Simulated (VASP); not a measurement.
Here is a VASP 6.6.1 calculation.

File INCAR:

```
SYSTEM = CaO3
ALGO = Normal
EDIFF = 1E-7
EDIFFG = -0.01
ENCUT = 910
GGA = PE
GGA_COMPAT = .False.
IBRION = 2
ISIF = 3
ISMEAR = 0
LASPH = .True.
LCHARG = .False.
LREAL = .False.
LWAVE = .False.
NELM = 120
NELMIN = 4
NSW = 100
PREC = Accurate
SIGMA = 0.1
```

KPOINTS

```
k-points
0
Gamma
  12 12 10
  0 0 0
```

The input POSCAR:

```
CaO3
1.0
    4.4767524780      0.0000000000      0.0000000000
   -2.2383762390      3.8769813724      0.0000000000
    0.0000000000      0.0000000000      4.9393847281
Ca O
1 3
Direct
    0.0000000000      0.0000000000      0.0000000000
    0.5000000000      0.0000000000      0.0000000000
    0.0000000000      0.5000000000      0.0000000000
    0.5000000000      0.5000000000      0.0000000000
```

Potentials or basis: VASP PAW PBE potentials, release 64 (Ca_sv, O_h).

Command:

```bash
$ cat potpaw_PBE.64/Ca_sv/POTCAR potpaw_PBE.64/O_h/POTCAR > POTCAR
$ mpirun -np 1 vasp_std > vasp.out
```

Estimate the band gap on the k mesh.

zero (bands 14 and 15 overlap by 0.97 eV).

Stress tensor (GPa, compression positive):
```
-0.05  0.00  0.00
 0.00 -0.05  0.00
 0.00  0.00  0.07
```
